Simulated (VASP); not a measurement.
Crystal: Hf3C2.

```
Hf C
1.0
     3.76994    0.00000    0.00000
    -1.88497    3.26486    0.00000
     0.00000    0.00000    5.86541
Hf C
3 2
Direct
  0.00000 0.00000 0.00000
  0.33333 0.66667 0.64500
  0.66667 0.33333 0.35500
  0.33333 0.66667 0.24500
  0.66667 0.33333 0.75500
```

- Program: VASP 6.6.1
- Task: relaxation of cell and atoms
- Functional: PBE
- Potentials or basis: VASP PAW PBE potentials, release 64 (Hf_pv, C)
- Cutoff: 600 eV
- k mesh: 6 × 6 × 4
- Occupations: gaussian, width 0.1 eV
- Spin: no spin polarisation

At the start: pressure 3.4 GPa; volume 14.44 Å³/atom.

Question: Where does the relaxation end?

Answer: Over 17 steps the energy falls by 690.7 meV/atom and the volume is 14.88 Å³/atom (+3.1 %); space group P-3m1 (No. 164, to 0.05 Å).

Step by step:
```csv
step,energy change (eV),largest force (eV/Å),pressure (GPa),volume (Å³)
1,0.0000,2.5254,3.38,72.19
2,-0.6941,1.2416,-3.63,75.24
3,-0.7421,1.5172,-3.86,75.87
4,-0.7980,2.3256,-3.99,77.11
5,-1.6220,2.2298,-1.21,76.44
6,-2.9757,2.0304,10.82,72.19
7,-3.0518,2.2665,7.18,73.43
8,-3.0588,2.1991,8.40,73.01
9,-2.9693,1.2901,-10.80,78.96
10,-3.2880,0.8753,-1.94,75.70
11,-3.2888,0.9554,-1.35,75.52
12,-3.4441,0.3346,-0.06,74.67
13,-3.4511,0.1630,0.38,74.44
14,-3.4510,0.1460,0.44,74.41
15,-3.4529,0.0211,-0.62,74.70
16,-3.4530,0.0358,-0.47,74.66
17,-3.4537,0.0148,0.12,74.41
```

Final structure:
```
Hf C
1.0
     3.30107    0.00000    0.00000
    -1.65054    2.85881    0.00000
     0.00000    0.00000    7.88461
Hf C
3 2
Direct
  0.00000 0.00000 0.00000
  0.33333 0.66667 0.67692
  0.66667 0.33333 0.32308
  0.33333 0.66667 0.17422
  0.66667 0.33333 0.82578
```
